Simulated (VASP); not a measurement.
A run of VASP 6.6.1 is set up as follows.

The input POSCAR:

```
KCl
1.0
    0.0000000000      3.5072828382      3.5072828382
    3.5072828382      0.0000000000      3.5072828382
    3.5072828382      3.5072828382      0.0000000000
K Cl
1 1
Direct
    0.0000000000      0.0000000000      0.0000000000
    0.2500000000      0.2500000000      0.2500000000
```

Contents of INCAR.step1:

```
PREC = Accurate ; ENCUT = 520
ISMEAR = 0 ; SIGMA = 0.01
LREAL = F ; LASPH = T
NELM = 80 ; NBANDS = 15
GGA = PE ; ALGO = Normal
EDIFF = 1E-4 ; LWAVE = T
LCHARG = F
```

The input INCAR.step2:

```
PREC = Accurate ; ENCUT = 520
EDIFF = 1E-6 ; ISMEAR = 0
SIGMA = 0.01 ; LREAL = F
LASPH = T ; NELM = 80
ALGO = Normal ; ISIF = 2
LWAVE = F ; LCHARG = T
METAGGA = R2SCAN ; LMIXTAU = T
LELF = T ; LVHAR = T
NBANDS = 15 ; ISTART = 1
```

Contents of KPOINTS:

```
Automatic mesh
0
Gamma
  6 6 6
```

Potentials or basis: VASP PAW PBE potentials, release 64 (K_sv, Cl).

Command:

```bash
$ cat potpaw_PBE.64/K_sv/POTCAR potpaw_PBE.64/Cl/POTCAR > POTCAR
$ cp INCAR.step1 INCAR
$ mpirun -np 1 vasp_std > vasp.out
$ cp INCAR.step2 INCAR
$ mpirun -np 1 vasp_std > vasp.out
```

(1) Predict the pressure.

(2) Predict the band gap on the k mesh.

## Answers

(1) 0.0 GPa.

(2) 5.35 eV, indirect (least direct gap 5.39 eV).

Caveat: the PAW data sets were made with another functional, which shifts forces and pressure a little.
